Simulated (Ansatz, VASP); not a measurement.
One calculation of Al2Cu, two programs

Contents of INCAR:

```
SYSTEM = Al2Cu
PREC     = Accurate       ! precision mode
ENCUT    = 520            ! plane-wave cutoff, eV
EDIFF    = 1E-6           ! SCF threshold, eV
ISMEAR   = 0              ! smearing method
SIGMA    = 0.15           ! smearing width, eV
LREAL    = .False.        ! projectors in reciprocal space
LASPH    = .True.         ! aspherical terms in the spheres
NELM     = 100            ! most SCF steps
ALGO     = Fast           ! electronic algorithm
ISIF     = 2              ! what is computed and relaxed
LWAVE    = .False.        ! write WAVECAR
LCHARG   = .False.        ! write CHGCAR
GGA      = PE             ! functional
NBANDS   = 16             ! bands
```

Contents of KPOINTS:

```
regular mesh
0
Gamma
  14 14 14
  0 0 0
```

POSCAR

```
Al2Cu
1.0
   -2.0240522474      2.0240522474      3.0264298293
    2.0240522474     -2.0240522474      3.0264298293
    1.9696658745      1.9696658745     -3.0264298293
Al Cu
2 1
Direct
    0.7500000000      0.2500000000      0.5000000000
    0.2500000000      0.7500000000      0.5000000000
    0.5000000000      0.5000000000      0.0000000000
```

Input for Ansatz:

```yaml
crystal:
  lattice:
    - [-2.0240522474, 2.0240522474, 3.0264298293]
    - [2.0240522474, -2.0240522474, 3.0264298293]
    - [1.9696658745, 1.9696658745, -3.0264298293]
  atoms:
    - { symbol: Al, position: [0.75, 0.25, 0.5] }
    - { symbol: Al, position: [0.25, 0.75, 0.5] }
    - { symbol: Cu, position: [0.5, 0.5, 0.0] }
basis:
  ecutwfc: 520.0
kpoints:
  mp_grid: { grid: [14, 14, 14] }
hamiltonian:
  xc: pbe
  pseudopotentials: { kind: paw, azcp: { folder: soft_1 } }
scf:
  occupations: { method: gaussian, width: 0.15 }
output:
  forces: true
  stress: true
  eigenvalues: true
```

Change from the starting cell: strain +e along x and -e along y -0.0133, strain +e along z and -e/2 along x and y +0.0467.

Alike in both runs: task single point; functional PBE; k mesh 14 × 14 × 14; occupations gaussian, width 0.15 eV; no spin polarisation.

```csv
,VASP,Ansatz
version,VASP 6.6.1,Ansatz 0.2.0
potentials or method,"VASP PAW PBE potentials, release 64 (Al, Cu), cutoff 520 eV","scalar-relativistic, plane waves, PAW"
valence electrons in the cell,17,25
```

Ansatz gave:

```
gap on the k mesh at the Fermi level (eV)                     : none
pressure (GPa)                                                : 0.5
traceless stress, the component that is largest in VASP (GPa) : -3.82
```

Which values does VASP return?

gap on the k mesh at the Fermi level (eV): none; pressure (GPa): 0.6; traceless stress, the component that is largest in VASP (GPa): -3.78.

A gap of «none» marks a metal or a gap that the smearing closes. VASP's potentials hold 17 valence electrons a cell and Ansatz's 25, so a difference there can come from the potentials and not from the codes.
